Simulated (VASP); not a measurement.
# ZnSe (P4_12_12) in VASP: relaxation of cell and atoms with PBE

Aim: the relaxation of cell and atoms of ZnSe with PBE.

All numbers are computed with VASP 6.6.1; they aren't measurements. Logs are shortened: lines on timing, memory, paths and dates and some standing lists are left out, and cuts for length are marked.

## (1) The cell of the first run

The structure is tetragonal, space group P4_12_12 (No. 92). Conventional cell: a = 6.539 Å, b = 6.539 Å, c = 3.570 Å, α = 90.00°, β = 90.00°, γ = 90.00°. Within 3.1 Å of Zn (site symmetry 2) lie 4 Se at 2.33 to 2.39 Å. Se (site symmetry 2) has 4 Zn at 2.33 to 2.39 Å within 3.1 Å.

The cell was generated, and may not be a known phase.

## (2) Relaxation of cell and atoms, PBE

Contents of INCAR:

```
  PREC = Accurate
  ENCUT = 600
  EDIFF = 1E-6
  ISMEAR = 0
  SIGMA = 0.1
  LREAL = False
  LASPH = True
  NELM = 60
  ALGO = Normal
  ISIF = 3
  LWAVE = False
  LCHARG = False
  GGA = PE
  IBRION = 2
  NSW = 90
  EDIFFG = -0.04
```

Contents of KPOINTS:

```
regular mesh
0
Gamma
  4 4 6
```

Contents of POSCAR:

```
ZnSe
1.0
    6.5391931700      0.0000000000      0.0000000000
    0.0000000000      6.5391931700      0.0000000000
    0.0000000000      0.0000000000      3.5698289900
Zn Se
4 4
Direct
    0.6692432600      0.6692432600      0.5000000000
    0.1692432600      0.8307567400      0.2500000000
    0.3307567400      0.3307567400      0.0000000000
    0.8307567400      0.1692432600      0.7500000000
    0.8307567400      0.8307567400      0.0000000000
    0.3307567400      0.6692432600      0.7500000000
    0.1692432600      0.1692432600      0.5000000000
    0.6692432600      0.3307567400      0.2500000000
```

Potentials or basis: VASP PAW PBE potentials, release 64 (Zn, Se).

Launch:

```sh
> cat potpaw_PBE.64/Zn/POTCAR potpaw_PBE.64/Se/POTCAR > POTCAR
> mpirun -np 1 vasp_std > vasp.out
```

OUTCAR:

```text
PREC = Accurate
   ENCUT = 600
   EDIFF = 1E-6
   ISMEAR = 0
   LREAL = False
   LASPH = True
   NELM = 60
   ISIF = 3
   GGA = PE
   IBRION = 2
   NSW = 90
   EDIFFG = -0.04

 ion  position               nearest neighbor table
   1  0.669  0.669  0.500-   5 2.33   5 2.33   8 2.39   6 2.39
   2  0.169  0.831  0.250-   6 2.33   6 2.33   7 2.39   5 2.39
   3  0.331  0.331  0.000-   7 2.33   7 2.33   8 2.39   6 2.39
   4  0.831  0.169  0.750-   8 2.33   8 2.33   5 2.39   7 2.39
   5  0.831  0.831  0.000-   1 2.33   1 2.33   4 2.39   2 2.39
   6  0.331  0.669  0.750-   2 2.33   2 2.33   3 2.39   1 2.39
   7  0.169  0.169  0.500-   3 2.33   3 2.33   4 2.39   2 2.39
   8  0.669  0.331  0.250-   4 2.33   4 2.33   1 2.39   3 2.39

  LATTYP: Found a simple tetragonal cell.
 ALAT       =     6.5391931700
 C/A-ratio  =     0.5459127598

  Lattice vectors:

 A1 = (   6.5391931700,   0.0000000000,   0.0000000000)
 A2 = (   0.0000000000,   6.5391931700,   0.0000000000)
 A3 = (   0.0000000000,   0.0000000000,   3.5698289900)

Analysis of symmetry for initial positions (statically):
=====================================================================
 Subroutine PRICEL returns:
 Original cell was already a primitive cell.

 Routine SETGRP: Setting up the symmetry group for a
 simple tetragonal supercell.

 Subroutine GETGRP returns: Found  8 space group operations
 (whereof  2 operations were pure point group operations)
 out of a pool of 16 trial point group operations.

The static configuration has the point symmetry C_2 .
 The point group associated with its full space group is D_4 .

Analysis of symmetry for dynamics (positions and initial velocities):
=====================================================================
 Subroutine PRICEL returns:
 Original cell was already a primitive cell.

 Routine SETGRP: Setting up the symmetry group for a
 simple tetragonal supercell.

 Subroutine GETGRP returns: Found  8 space group operations
 (whereof  2 operations were pure point group operations)
 out of a pool of 16 trial point group operations.

The dynamic configuration has the point symmetry C_2 .
 The point group associated with its full space group is D_4 .

 Subroutine INISYM returns: Found  8 space group operations
 (whereof  2 operations are pure point group operations),
 and found     1 'primitive' translations

----------------------------------------------------------------------------------------

                                     Primitive cell

  volume of cell :     152.6496

  direct lattice vectors                    reciprocal lattice vectors
     6.539193170  0.000000000  0.000000000     0.152924065  0.000000000  0.000000000
     0.000000000  6.539193170  0.000000000     0.000000000  0.152924065  0.000000000
     0.000000000  0.000000000  3.569828990     0.000000000  0.000000000  0.280125463

  length of vectors
     6.539193170  6.539193170  3.569828990     0.152924065  0.152924065  0.280125463

  position of ions in fractional coordinates (direct lattice)
     0.669243260  0.669243260  0.500000000
     0.169243260  0.830756740  0.250000000
     0.330756740  0.330756740  0.000000000
     0.830756740  0.169243260  0.750000000
     0.830756740  0.830756740  0.000000000
     0.330756740  0.669243260  0.750000000
     0.169243260  0.169243260  0.500000000
     0.669243260  0.330756740  0.250000000

  ion indices of the primitive-cell ions
   primitive index   ion index
                 1           1
                 2           2
                 3           3
                 4           4
                 5           5
                 6           6
                 7           7
                 8           8

----------------------------------------------------------------------------------------

 KPOINTS: regular mesh

Automatic generation of k-mesh.
 Grid dimensions read from file:
 generate k-points for:    4    4    6

 Generating k-lattice:

  Cartesian coordinates                     Fractional coordinates (reciprocal lattice)
     0.038231016  0.000000000  0.000000000     0.250000000  0.000000000  0.000000000
     0.000000000  0.038231016  0.000000000     0.000000000  0.250000000  0.000000000
     0.000000000  0.000000000  0.046687577     0.000000000  0.000000000  0.166666667

  Length of vectors
     0.038231016  0.038231016  0.046687577

  Shift w.r.t. Gamma in fractional coordinates (k-lattice)
     0.000000000  0.000000000  0.000000000

 Subroutine IBZKPT returns following result:
 ===========================================

 Found     24 irreducible k-points:

 Following reciprocal coordinates:
            Coordinates               Weight
  0.000000  0.000000  0.000000      1.000000
  0.250000  0.000000  0.000000      4.000000
  0.500000  0.000000  0.000000      2.000000
  0.250000  0.250000  0.000000      4.000000
  0.500000  0.250000  0.000000      4.000000
  0.500000  0.500000  0.000000      1.000000
[... 16 lines left out ...]
  0.500000  0.250000  0.500000      4.000000
  0.500000  0.500000  0.500000      1.000000
   k-points           NKPTS =     24   k-points in BZ     NKDIM =     24   number of bands    NBANDS=     43
   number of dos      NEDOS =    301   number of ions     NIONS =      8
   total plane-waves  NPLWV =  87480
   dimension x,y,z NGX =    54 NGY =   54 NGZ =   30
   dimension x,y,z NGXF=   108 NGYF=  108 NGZF=   60
   ions per type =               4   4
   NGX,Y,Z   is equivalent  to a cutoff of  13.73, 13.73, 13.97 a.u.
   NGXF,Y,Z  is equivalent  to a cutoff of  27.46, 27.46, 27.94 a.u.
 SYSTEM =  unknown system
   PREC   = accura    normal or accurate (medium, high low for compatibility)
   ISTART =      0    job   : 0-new  1-cont  2-samecut
   ICHARG =      2    charge: 1-file 2-atom 10-const
   ISPIN  =      1    spin polarized calculation?
   LNONCOLLINEAR =      F non collinear calculations
   LSORBIT =      F    spin-orbit coupling
   LASPH  =      T    aspherical Exc in radial PAW
   ENCUT  =  600.0 eV  44.10 Ry    6.64 a.u.  13.06 13.06  7.13*2*pi/ulx,y,z
   NELM   =     60;   NELMIN=  2; NELMDL= -5     # of ELM steps
   EDIFF  = 0.1E-05   stopping-criterion for ELM
   LREAL  =      F    real-space projection
   EDIFFG = -.4E-01   stopping-criterion for IOM
   NSW    =     90    number of steps for IOM
   IBRION =      2    ionic relax: 0-MD 1-quasi-New 2-CG
   NFREE  =      1    steps in history (QN), initial steepest desc. (CG)
   ISIF   =      3    stress and relaxation
   ISYM   =      2    0-nonsym 1-usesym 2-fastsym
   POTIM  = 0.5000    time-step for ionic-motion
   TEBEG  =    0.0;   TEEND  =   0.0 temperature during run
   PSTRESS=    0.0 pullay stress
   NELECT =      72.0000    total number of electrons
   NUPDOWN=      -1.0000    fix difference up-down
   EMIN   =  10.00;   EMAX   =-10.00  energy-range for DOS
   EFERMI =   0.00;   METHOD = LEGACY
   ISMEAR =     0;   SIGMA  =   0.10  broadening in eV -4-tet -1-fermi 0-gaus
   EFERMI_NEDOS =   21; number of points for ismear=-14 and -15
   IALGO  =     38    algorithm
   IMIX   =      4    mixing-type and parameters
     AMIX     =   0.40;   BMIX     =  1.00
     AMIX_MAG =   1.60;   BMIX_MAG =  1.00
  volume/ion in A,a.u.               =      19.08       128.77
  Fermi-wavevector in a.u.,A,eV,Ry     =   1.274345  2.408163 22.095258  1.623956
  Thomas-Fermi vector in A             =   2.407118
   LORBIT       =      0    0 simple, 1 ext, 2 COOP (PROOUT), +10 PAW based schemes
   GGA     = PE    functional components
   LHFCALC =     F    Hartree Fock is set to
   AEXX    =    0.0000 exact exchange contribution
   IVDW    =     0    specifies the selected vdW correction
   LEPSILON=     F    determine dielectric tensor
   LRPA    =     F    only Hartree local field effects (RPA)
 conjugate gradient relaxation of ions
 non-spin polarized calculation
 Gauss-broadening in eV      SIGMA  =   0.10
  energy-cutoff  :      600.00
  volume of cell :      152.65
 maximum number of plane-waves:      5136
 NGX is ok and might be reduce to    54
   NGX = 27   NGY = 27   NGZ = 15

--------------------------------------- Ionic step        1  -------------------------------------------

 number of electron      72.0000007 magnetization

 Free energy of the ion-electron system (eV)
  ---------------------------------------------------
  ext. energy  EPLUGINS =         0.00000000
  ---------------------------------------------------
  free energy    TOTEN  =       -21.00211659 eV

  energy without entropy =      -21.00211659  energy(sigma->0) =      -21.00211659

 E-fermi :   3.8282     XC(G=0): -10.1846

 val. band max:        3.3546371465   @ k =   0.0000   0.0000   0.1667
 cond. band min:       4.9660957165   @ k =   0.0000   0.0000   0.0000
 fundamental gap:      1.6114585699
 Fermi energy:         3.8281917029

 k-point     1 :       0.0000    0.0000    0.0000
  band No.  band energies     occupation
      1     -11.3128      2.00000
      2     -10.0418      2.00000
      3     -10.0418      2.00000
      4      -9.7868      2.00000
      5      -4.5573      2.00000
      6      -4.1580      2.00000
[... 1283 lines left out ...]
 POSITION                                       TOTAL-FORCE (eV/Angst)
 -----------------------------------------------------------------------------------
      4.64661      4.64661      1.93272         0.019285      0.019285     -0.000000
      1.17246      5.77584      0.96636         0.019285     -0.019285      0.000000
      2.30169      2.30169     -0.00000        -0.019285     -0.019285      0.000000
      5.77584      1.17246      2.89908        -0.019285      0.019285     -0.000000
      5.77320      5.77320     -0.00000        -0.020800     -0.020800      0.000000
      2.29905      4.64925      2.89908        -0.020800      0.020800     -0.000000
      1.17510      1.17510      1.93272         0.020800      0.020800     -0.000000
      4.64925      2.29905      0.96636         0.020800     -0.020800      0.000000
 -----------------------------------------------------------------------------------
    total drift:                                0.000000     -0.000000     -0.000000

  FREE ENERGIE OF THE ION-ELECTRON SYSTEM (eV)
  ---------------------------------------------------
  free  energy   TOTEN  =       -22.5985815609 eV

  energy  without entropy=      -22.5985814832  energy(sigma->0) =      -22.59858152

--------------------------------------- Ionic step        6  -------------------------------------------

 number of electron      71.9999961 magnetization

 Free energy of the ion-electron system (eV)
  ---------------------------------------------------
  ext. energy  EPLUGINS =         0.00000000
  ---------------------------------------------------
  free energy    TOTEN  =       -22.59893190 eV

  energy without entropy =      -22.59893183  energy(sigma->0) =      -22.59893186

 E-fermi :   1.8499     XC(G=0):  -9.2495

 val. band max:        1.5267481451   @ k =   0.0000   0.0000   0.1667
 cond. band min:       2.1625157621   @ k =   0.0000   0.0000   0.0000
 fundamental gap:      0.6357676170
 Fermi energy:         1.8498503289

 k-point     1 :       0.0000    0.0000    0.0000
  band No.  band energies     occupation
      1     -11.6871      2.00000
      2     -10.8252      2.00000
      3     -10.8252      2.00000
      4     -10.6583      2.00000
      5      -5.1944      2.00000
      6      -5.1397      2.00000
[... 1115 lines left out ...]
 POSITION                                       TOTAL-FORCE (eV/Angst)
 -----------------------------------------------------------------------------------
      4.65104      4.65104      1.93096         0.007773      0.007773     -0.000000
      1.17420      5.77947      0.96548         0.007773     -0.007773      0.000000
      2.30264      2.30264      3.86191        -0.007773     -0.007773      0.000000
      5.77947      1.17420      2.89643        -0.007773      0.007773     -0.000000
      5.77655      5.77655      3.86191        -0.004519     -0.004519      0.000000
      2.29971      4.65396      2.89643        -0.004519      0.004519     -0.000000
      1.17712      1.17712      1.93096         0.004519      0.004519     -0.000000
      4.65396      2.29971      0.96548         0.004519     -0.004519      0.000000
 -----------------------------------------------------------------------------------
    total drift:                                0.000000     -0.000000      0.000000

  FREE ENERGIE OF THE ION-ELECTRON SYSTEM (eV)
  ---------------------------------------------------
  free  energy   TOTEN  =       -22.5989318972 eV

  energy  without entropy=      -22.5989318294  energy(sigma->0) =      -22.59893186

 reached required accuracy - stopping structural energy minimisation
```

Wall time 8.1 min (1 thread of AMD EPYC 9R45 (Zen 5), shared host); peak memory 0.35 GiB.

What came out:

| Property | Result |
| --- | --- |
| Free energy | -22.5989 eV |
| Relaxed volume | 23.34 Å³/atom |
| Relaxed cell | a = 6.954 Å, b = 6.954 Å, c = 3.862 Å, α = 90.00°, β = 90.00°, γ = 90.00° |
| Space group after relaxing (to 0.1 Å) | P4_12_12 (No. 92) |
| Energy gained by relaxing | 199.6 meV/atom |
| Ionic steps | 6 |
| Pressure after relaxing | -0.1 GPa |
| Largest force after relaxing | 0.011 eV/Å |
| Band gap on the k mesh | 0.64 eV (least direct gap 0.82 eV) |

Forces on the atoms (eV/Å):
```
Zn   0.008  0.008  0.000
Zn   0.008 -0.008  0.000
Zn  -0.008 -0.008  0.000
Zn  -0.008  0.008  0.000
Se  -0.005 -0.005  0.000
Se  -0.005  0.005  0.000
Se   0.005  0.005  0.000
Se   0.005 -0.005  0.000
```

Step by step:
| step | energy change (eV) | largest force (eV/Å) | pressure (GPa) | volume (Å³) |
| --- | --- | --- | --- | --- |
| 1 | 0.0000 | 0.2235 | 17.91 | 152.65 |
| 2 | -1.3043 | 0.0927 | -4.34 | 204.72 |
| 3 | -1.5934 | 0.0907 | 0.18 | 185.61 |
| 4 | -1.5934 | 0.0916 | -0.07 | 186.31 |
| 5 | -1.5965 | 0.0294 | -0.13 | 186.62 |
| 6 | -1.5968 | 0.0110 | -0.10 | 186.74 |

Final structure:
```
Zn Se
1.0
     6.95367    0.00000    0.00000
     0.00000    6.95367    0.00000
     0.00000    0.00000    3.86191
Zn Se
4 4
Direct
  0.66886 0.66886 0.50000
  0.16886 0.83114 0.25000
  0.33114 0.33114 0.00000
  0.83114 0.16886 0.75000
  0.83072 0.83072 0.00000
  0.33072 0.66928 0.75000
  0.16928 0.16928 0.50000
  0.66928 0.33072 0.25000
```

Caveat: the volume moved by over 15 % at a fixed basis, so the end points are rough; semilocal functionals underestimate gaps, and a narrow one can read as zero. A k mesh can miss the band edges.
